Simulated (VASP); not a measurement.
# Li: relaxation of cell and atoms with PBE

Li:

```
Li
1.0
     5.12000    0.00000    0.00000
     0.00000    5.12000    0.00000
     0.00000    0.00000    5.12000
Li
7
Direct
  0.50000 0.50000 0.00000
  0.00000 0.50000 0.50000
  0.50000 0.00000 0.50000
  0.50000 0.50000 0.50000
  0.50000 0.00000 0.00000
  0.00000 0.50000 0.00000
  0.00000 0.00000 0.50000
```

| Quantity | Value |
| --- | --- |
| Program | VASP 6.6.1 |
| Task | relaxation of cell and atoms |
| Functional | PBE |
| Potentials or basis | VASP PAW PBE potentials, release 64 (Li_sv) |
| Cutoff | 600 eV |
| k mesh | 8 × 8 × 8 |
| Occupations | gaussian, width 0.1 eV |
| Spin | no spin polarisation |
| Dipole correction | no |
| Further INCAR settings | ALGO = Normal; EDIFF = 1e-06; IBRION = 2; EDIFFG = -0.01; NSW = 100; ISIF = 3 |

```
Relaxed volume                         : 22.55 Å³/atom
Relaxed cell                           : a = 5.405 Å, b = 5.405 Å, c = 5.405 Å, α = 90.00°, β = 90.00°, γ = 90.00°
Space group after relaxing (to 0.05 Å) : Pm-3m (No. 221)
Energy gained by relaxing              : 21.0 meV/atom
Ionic steps                            : 4
Pressure after relaxing                : 0.0 GPa
```

Step by step:
```
step  energy change (eV)  largest force (eV/Å)  pressure (GPa)  volume (Å³)
   1              0.0000                0.0000            2.19       134.22
   2             -0.0608                0.0000            1.60       139.37
   3             -0.1460                0.0000            0.17       155.62
   4             -0.1473                0.0000            0.01       157.87
```

Final structure:
```cif
data_structure
_symmetry_space_group_name_H-M 'P 1'
_symmetry_Int_Tables_number 1
_cell_length_a 5.4047
_cell_length_b 5.4047
_cell_length_c 5.4047
_cell_angle_alpha 90.000
_cell_angle_beta 90.000
_cell_angle_gamma 90.000
_cell_volume 157.87
loop_
_atom_site_label
_atom_site_type_symbol
_atom_site_fract_x
_atom_site_fract_y
_atom_site_fract_z
_atom_site_occupancy
Li1 Li 0.50000 0.50000 0.00000 1
Li2 Li 0.00000 0.50000 0.50000 1
Li3 Li 0.50000 0.00000 0.50000 1
Li4 Li 0.50000 0.50000 0.50000 1
Li5 Li 0.50000 0.00000 0.00000 1
Li6 Li 0.00000 0.50000 0.00000 1
Li7 Li 0.00000 0.00000 0.50000 1
```

Levels at points of the mesh, in eV from the Fermi level:
```tsv
k point	band 9	band 10	band 11	band 12	band 13	band 14
(0.00, 0.00, 0.00)	-0.38	-0.38	-0.38	2.22	2.22	2.63
(0.50, 0.00, 0.00)	-2.23	0.54	0.54	1.20	1.20	2.58
(0.50, 0.50, 0.00)	-1.31	-1.31	-1.05	1.73	1.82	1.82
(0.50, 0.50, 0.50)	-0.54	-0.54	-0.54	-0.06	-0.06	-0.06
```

It took 3 min on 1 thread of Intel(R) Xeon(R) Platinum 8259CL CPU @ 2.50GHz (Skylake/Cascade Lake) (shared host), peak memory 0.27 GiB.

Caveat: the cutoff is under 1.25 times the usual one of these potentials, so pressure, stress and relaxed cells hold a basis-set (Pulay) error; the volume moved by over 15 % at a fixed basis, so the end points are rough; the bands computed are all filled at some k points, so no gap is given.
